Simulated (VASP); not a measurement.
Wanted: the native input for a VASP 6.6.1 run.

- Task: single point
- Functional: LDA
- Potentials or basis: VASP PAW LDA potentials, release 64 (C)
- Cutoff: 520 eV
- k mesh: 10 × 10 × 3
- Occupations: gaussian, width 0.05 eV
- Spin: no spin polarisation
- Dipole correction: no
- Further INCAR settings: ALGO = Normal; EDIFF = 1e-06; NBANDS = 31

The structure of C lies in POSCAR:

```
C
1.0
   -2.4912907516      0.0000000000      0.0000000000
   -1.2456453758     -2.1575210791      0.0000000000
    0.2491290752      0.7191736930     10.2538776052
C
10
Direct
   -0.3248437105      0.0248185525      0.8741556576
    0.6850837105      0.9751814475      0.7252443424
    0.0583808700      0.1086956498      0.1257869493
    0.7018591300      0.8913043502      0.4736130507
    0.0484468674      0.1583656632      0.2747969895
    0.7117931326      0.8416343368      0.3246030105
    0.0051470846      0.3748645769      0.9242937306
    0.3550929154      0.6251354231      0.6751062694
    0.3950556262      0.4253218689      0.0756656066
    0.3651843738      0.5746781311      0.5237343934
```

This cell differs from its parent crystal: the part above a cut slid along it.

One way to write it, as run:

INCAR

```
SYSTEM = C
ALGO     = Normal         ! electronic algorithm
EDIFF    = 1E-6           ! SCF threshold, eV
ENCUT    = 520            ! plane-wave cutoff, eV
ISIF     = 2              ! what is computed and relaxed
ISMEAR   = 0              ! smearing method
LASPH    = .TRUE.         ! aspherical terms in the spheres
LCHARG   = .FALSE.        ! write CHGCAR
LREAL    = .FALSE.        ! projectors in reciprocal space
LWAVE    = .FALSE.        ! write WAVECAR
NBANDS   = 31             ! bands
NELM     = 80             ! most SCF steps
PREC     = Accurate       ! precision mode
SIGMA    = 0.05           ! smearing width, eV
```

KPOINTS

```
k-points
0
G
  10 10 3
  0 0 0
```

Potentials or basis: VASP PAW LDA potentials, release 64 (C).

Launch:

```console
$ cat potpaw_LDA.64/C/POTCAR > POTCAR
$ mpirun -np 1 vasp_std > vasp.out
```

It gave:

- Pressure: 4.2 GPa
- Largest force: 4.836 eV/Å
- Band gap on the k mesh: 0.79 eV (least direct gap 2.60 eV)

Caveat: the cell differs from its parent crystal (the part above a cut slid along it); the stress differs along the axes, from -9 to 17 GPa; semilocal functionals underestimate gaps, and a narrow one can read as zero; forces of over 1 eV/Å act on the atoms, so gaps and moduli don't describe the material at rest.

Wall time 8.1 min on 1 thread of Intel Xeon 8259CL (shared host), peak memory 0.27 GiB.
